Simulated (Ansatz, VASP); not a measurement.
**InSb3 in VASP and in Ansatz**

The input INCAR:

```
ALGO = Normal
EDIFF = 1E-7
EDIFFG = -0.005
ENCUT = 600
GGA = PS
IBRION = 2
ISIF = 3
ISMEAR = 0
LASPH = True
LCHARG = False
LREAL = False
LWAVE = False
NELM = 60
NSW = 100
PREC = Accurate
SIGMA = 0.1
```

File KPOINTS:

```
k-points
0
Gamma
  10 10 10
```

Contents of POSCAR:

```
InSb3
1.0
    4.8063670000      0.0000000000      0.0000000000
    0.0000000000      4.8063670000      0.0000000000
    0.0000000000      0.0000000000      4.8063670000
In Sb
1 3
Direct
    0.0000000000      0.0000000000      0.0000000000
    0.5000000000      0.0000000000      0.5000000000
    0.0000000000      0.5000000000      0.5000000000
    0.5000000000      0.5000000000      0.0000000000
```

Input for Ansatz:

```yaml
crystal:
  lattice:
    - [4.806367, 0.0, 0.0]
    - [0.0, 4.806367, 0.0]
    - [0.0, 0.0, 4.806367]
  atoms:
    - { symbol: In, position: [0.0, 0.0, 0.0] }
    - { symbol: Sb, position: [0.5, 0.0, 0.5] }
    - { symbol: Sb, position: [0.0, 0.5, 0.5] }
    - { symbol: Sb, position: [0.5, 0.5, 0.0] }
basis:
  ecutwfc: 420
kpoints:
  mp_grid: { grid: [10, 10, 10] }
hamiltonian:
  xc: pbesol
  pseudopotentials: { kind: paw, azcp: { folder: soft_1 } }
scf:
  occupations: { method: gaussian, width: 0.1 }
output:
  forces: true
  stress: true
  eigenvalues: true
  write_density: true
  write_potential: true
  elf: true
  volumetric_format: npy
relax:
  adjacent_minimum: "off"
  f_tol: 0.005
  max_steps: 80
  cell: { stress_tol: 0.05 }
```

Alike in both runs: task relaxation of cell and atoms; functional PBEsol; k mesh 10 × 10 × 10; occupations gaussian, width 0.1 eV; no spin polarisation.

|  | VASP | Ansatz |
| --- | --- | --- |
| version | VASP 6.6.1 | Ansatz 0.2.0 |
| potentials or method | VASP PAW PBE potentials, release 64 (In_d, Sb), cutoff 600 eV | scalar-relativistic, plane waves, PAW |
| valence electrons in the cell | 28 | 58 |

```csv
,VASP,Ansatz,Ansatz less VASP
"gap on the k mesh at the Fermi level, each at its own relaxed structure (eV)",none,none,-
relaxed volume (Å³/atom),26.43,26.43,-0.001
relaxed length of the cell vector where the two differ most in proportion (Å),4.729,4.728,-0.0001
```

VASP's potentials were made for PBE, not for PBEsol, and Ansatz warns of the same on its side. A gap of «none» marks a metal or a gap that the smearing closes. VASP's potentials hold 28 valence electrons a cell and Ansatz's 58, so a difference there can come from the potentials and not from the codes.

Neither program's run includes spin-orbit coupling.
